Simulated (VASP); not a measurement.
Runs of VASP 6.6.1 on PtSe2. The structure is that of space group P-3m1 (No. 164), or close to it. The cells are those of the table. 

```tsv
task	level	cell	k mesh	cutoff (eV)	smearing	k mesh for the DOS	occupations for the DOS	grid for exact exchange (PRECFOCK)	screening parameter	gap on the mesh (eV)	largest force (eV/Å)
single point	r2SCAN	a = 3.707, b = 3.707, c = 31.122 Å, angles 90.0, 90.0, 120.0°, 3 atoms	12 × 12 × 1	520	gaussian 0.02 eV	-	-	-	-	1.59	0.10
single point	PBE+D3(BJ)	a = 3.559, b = 3.559, c = 31.122 Å, angles 90.0, 90.0, 120.0°, 3 atoms	12 × 12 × 1	520	gaussian 0.02 eV	-	-	-	-	1.01	-
single point	PBE+D3(BJ)	a = 3.633, b = 3.633, c = 31.122 Å, angles 90.0, 90.0, 120.0°, 3 atoms	12 × 12 × 1	520	gaussian 0.02 eV	-	-	-	-	(a)	0.01
single point	PBE+D3(BJ)	a = 3.772, b = 3.772, c = 31.122 Å, angles 90.0, 90.0, 120.0°, 3 atoms	6 × 6 × 1	520	gaussian 0.1 eV	-	-	-	-	1.64	0.08
single point	PBE+D3(BJ)	a = 3.781, b = 3.781, c = 31.122 Å, angles 90.0, 90.0, 120.0°, 3 atoms	12 × 12 × 1	520	gaussian 0.02 eV	-	-	-	-	1.35	-
single point	HSE06+D3(BJ)	a = 3.707, b = 3.707, c = 31.122 Å, angles 90.0, 90.0, 120.0°, 3 atoms	6 × 6 × 1	400	gaussian 0.02 eV	-	-	Normal	0.2079 1/Å	2.18	0.46
single point	PBE+D3(BJ)	a = 3.707, b = 3.707, c = 31.122 Å, angles 90.0, 90.0, 120.0°, 3 atoms	12 × 12 × 1	520	gaussian 0.02 eV	-	-	-	-	1.37	-
single point	PBE+D3(BJ)	a = 3.966, b = 3.966, c = 31.122 Å, angles 90.0, 90.0, 120.0°, 3 atoms	12 × 12 × 1	520	gaussian 0.02 eV	-	-	-	-	0.93	-
single point	PBE+D3(BJ)	a = 3.855, b = 3.855, c = 31.122 Å, angles 90.0, 90.0, 120.0°, 3 atoms	12 × 12 × 1	520	gaussian 0.02 eV	-	-	-	-	1.18	-
single point	PBE+D3(BJ)	a = 3.772, b = 3.772, c = 31.122 Å, angles 90.0, 90.0, 120.0°, 3 atoms	12 × 12 × 1	520	gaussian 0.02 eV	-	-	-	-	(b)	0.09
```

Alike in all rows: potentials or basis VASP PAW PBE potentials, release 64 (Se, Pt); no spin polarisation.

Q: Estimate the missing entries.

A: (a) 1.27; (b) 1.36.

Caveats: spin-orbit coupling is left out, which moves the levels of the heavy elements; the PAW data sets were made with another functional, which shifts forces and pressure a little (some runs).

A k mesh can miss the band edges, and the runs leave out spin-orbit coupling on Pt, Se.
